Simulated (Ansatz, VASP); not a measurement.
**One calculation of V, two programs**

File INCAR:

```
SYSTEM = V
PREC     = Accurate       ! precision mode
ENCUT    = 500            ! plane-wave cutoff, eV
EDIFF    = 1E-6           ! SCF threshold, eV
ISMEAR   = -1             ! smearing method
SIGMA    = 0.03           ! smearing width, eV
LREAL    = .FALSE.        ! projectors in reciprocal space
LASPH    = .TRUE.         ! aspherical terms in the spheres
NELM     = 200            ! most SCF steps
ALGO     = Normal         ! electronic algorithm
ISIF     = 2              ! what is computed and relaxed
LWAVE    = .FALSE.        ! write WAVECAR
LCHARG   = .FALSE.        ! write CHGCAR
ISPIN    = 2              ! spin polarisation
MAGMOM   = 1.5            ! initial moments
LORBIT   = 11             ! projections on sites
LMAXMIX  = 4              ! l up to which the mixer works
GGA      = PS             ! functional
NBANDS   = 16             ! bands
GGA_COMPAT= .FALSE.
```

File KPOINTS:

```
regular mesh
0
G
  19 19 19
  0 0 0
```

The input POSCAR:

```
V
1.0
   -1.4978700000      1.5130000000      1.5130000000
    1.5130000000     -1.4978700000      1.5130000000
    1.5130000000      1.5130000000     -1.4978700000
V
1
Direct
    0.0000000000      0.0000000000      0.0000000000
```

Input for Ansatz:

```yaml
crystal:
  lattice:
    - [-1.49787, 1.513, 1.513]
    - [1.513, -1.49787, 1.513]
    - [1.513, 1.513, -1.49787]
  atoms:
    - { symbol: V, position: [0.0, 0.0, 0.0], spin: 1.5 }
magnetization:
  spin_polarized: true
kpoints:
  mp_grid: { grid: [19, 19, 19] }
  band_path:
    path:
      - [0.0, 0.0, 0.0]
      - [0.0, 0.0, 0.5]
      - [-0.5, 0.5, 0.5]
      - [-0.7474684983, 0.2525315017, 0.2525315017]
      - [0.2525315017, 0.2525315017, 0.2525315017]
      - [0.0, 0.0, 0.0]
      - [-0.5, 0.0, 0.5]
    npoints: 5
scf:
  occupations: { method: fermi_dirac, width: 0.03 }
hamiltonian:
  xc: pbesol
  pseudopotentials: { kind: all_electron, lapw: { basis_error: 0.001 } }
output:
  forces: true
  stress: true
  eigenvalues: true
```

Change from the starting cell: equal xy, yz and zx shear strains of +1 %.

Alike in both runs: task single point; functional PBEsol; k mesh 19 × 19 × 19; occupations fermi-dirac, width 0.03 eV; collinear spin.

```csv
,VASP,Ansatz
version,VASP 6.6.1,Ansatz 0.2.0
potentials or method,"VASP PAW PBE potentials, release 64 (V_sv), cutoff 500 eV","all-electron LAPW, scalar-relativistic"
```

Ansatz gave:

* pressure (GPa): -11.8
* traceless stress, the component that is largest in VASP (GPa): -0.24
* net moment per atom (μB): 0.00

Question: What did VASP give for the same quantities?

Answer: Pressure (GPa): -11.7; traceless stress, the component that is largest in VASP (GPa): -0.24; net moment per atom (μB): 0.00.

VASP's potentials were made for PBE, not for PBEsol. Ansatz ran all-electron here, and VASP with PAW potentials. Ansatz's warnings: seeded moment not kept.
